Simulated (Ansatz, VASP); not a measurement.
## One calculation of LiCl, two programs

```xyz
2
Lattice="0.0000 2.7330 2.7330 2.7330 0.0000 2.7330 2.7330 2.7330 0.0000" Properties=species:S:1:pos:R:3 pbc="T T T"
Li    0.0000    0.0000    0.0000
Cl    1.3665    1.3665    1.3665
```

Alike in both runs: task single point; functional PBE; k mesh 8 × 8 × 8; no spin polarisation.

|  | VASP | Ansatz |
| --- | --- | --- |
| version | VASP 6.6.1 | Ansatz 0.2.0 |
| potentials or method | VASP PAW PBE potentials, release 64 (Li_sv, Cl) | plane waves, PAW |
| plane-wave cutoff (eV) | 520 | 420 |
| occupations | gaussian, width 0.01 eV | fixed |
| valence electrons in the cell | 10 | 10 |

Ansatz gave:

- gap on the k mesh at the Fermi level (eV): 6.05

Task: Which values does VASP return?

Result: gap on the k mesh at the Fermi level (eV): 6.06.

Noted on VASP's run: the cutoff is short for stress, so the pressure is rough.
